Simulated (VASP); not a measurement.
Runs of VASP 6.6.1 on Be2Si. It takes space group Fm-3m (No. 225, cubic). The conventional cell has a = 5.283 Å, b = 5.283 Å, c = 5.283 Å, α = 90.00°, β = 90.00°, γ = 90.00°. Si (site symmetry m-3m) has 8 Be at 2.29 Å within 3.0 Å. Be (site symmetry -43m) has 4 Si at 2.29 Å and 6 Be at 2.64 Å within 3.0 Å. 

```csv
level,potentials or basis,k mesh,cutoff (eV),gap on the mesh (eV),pressure (GPa)
PBE,"VASP PAW PBE potentials, release 64 (Si, Be)",6 × 6 × 6,600,none,0.1
r2SCAN,"VASP PAW PBE potentials, release 64 (Si, Be)",4 × 4 × 4,660,none,(a)
LDA,"VASP PAW LDA potentials, release 64 (Si, Be)",6 × 6 × 6,600,none,-3.8
LDA,"VASP PAW LDA potentials, release 64 (Si, Be)",4 × 4 × 4,600,none,-3.5
```

Alike in all rows: task single point; no spin polarisation; cell as given; smearing fermi-dirac 0.02 eV.

Q: Fill in the values left out.

A: (a) 0.4.

Caveats: some runs use coarse meshes; the structure was generated, so it needn't be the stable form of Be2Si; the PAW data sets were made with another functional, which shifts forces and pressure a little (at least some runs); the cell stands under tension (at least some runs).

A gap of «none» marks levels without a gap at the run's occupations.
